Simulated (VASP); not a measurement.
Set up this calculation in VASP 6.6.1, as the native input.

```
Task                   : single point
Functional             : PBE
Dispersion             : D4
Potentials or basis    : VASP PAW PBE potentials, release 64 (Mo_sv, S)
Cutoff                 : 520 eV
k mesh                 : 9 × 9 × 4
Occupations            : fermi-dirac, width 0.05 eV
Spin                   : no spin polarisation
Dipole correction      : no
Further INCAR settings : ALGO = Normal; EDIFF = 1e-06; NBANDS = 20
```

The structure of MoS2 lies in POSCAR:

```
MoS2
1.0
    3.1779330574      0.0000000000      0.0000000000
   -1.5889665287      2.7521707592      0.0000000000
    0.0000000000      0.0000000000      5.8504492279
Mo S
1 2
Direct
    0.0000000000      0.0000000000      0.5000000000
    0.6666666667      0.3333333333      0.7688306064
    0.3333333333      0.6666666667      0.2311693936
```

The input as run:

INCAR

```
SYSTEM = MoS2
ALGO = Normal
EDIFF = 1E-6
ENCUT = 520
GGA = PE
ISIF = 2
ISMEAR = -1
IVDW = 13
LASPH = .TRUE.
LCHARG = .TRUE.
LELF = .TRUE.
LREAL = .FALSE.
LVHAR = .TRUE.
LWAVE = .FALSE.
NBANDS = 20
NELM = 100
PREC = Accurate
SIGMA = 0.05
```

KPOINTS

```
k-points
0
G
  9 9 4
  0 0 0
```

Potentials or basis: VASP PAW PBE potentials, release 64 (Mo_sv, S).

Command:

```sh
$ cat potpaw_PBE.64/Mo_sv/POTCAR potpaw_PBE.64/S/POTCAR > POTCAR
$ mpirun -np 1 vasp_std > vasp.out
```

It gave:

| Item | Value |
| --- | --- |
| Pressure | -0.1 GPa |
| Largest force | 0.011 eV/Å |
| Band gap on the k mesh | zero (band 13 reaches 9.12 eV, above the bottom of band 14 at 7.94 eV) |
| Dispersion energy per atom | -0.445 eV |

Caveat: pairwise dispersion overbinds metals, which lowers pressure and volume.

Run time: 26 s on 1 thread of AMD EPYC 9R14 (Zen 4) (shared host), peak memory 0.16 GiB.
